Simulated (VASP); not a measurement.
Ni:

```xyz
1
Lattice="0.0000 1.6407 1.6407 1.6407 0.0000 1.6407 1.6407 1.6407 0.0000" Properties=species:S:1:pos:R:3 pbc="T T T"
Ni    0.0000    0.0000    0.0000
```

Base run:

* Program: VASP 6.6.1
* Functional: LDA
* Potentials or basis: VASP PAW LDA potentials, release 64 (Ni)
* Cutoff: 520 eV
* k mesh: 24 × 24 × 24
* Occupations: gaussian, width 0.15 eV
* Spin: collinear spin, ferromagnetic start
* Starting moments: [0.875] μB
* Fixed moment: 0.875 μB

Its results: pressure 47.5 GPa; site moments Ni +0.86 μB.

Question: The run is repeated on the same cell with these changes: fixed moment from 0.875 μB to 0.125 μB; moments at the start from [0.88] to [0.12]. What comes out?

Answer: Pressure 42.5 GPa; site moments Ni +0.12 μB.

Caveats: the total moment is fixed, so each spin has its own Fermi level.
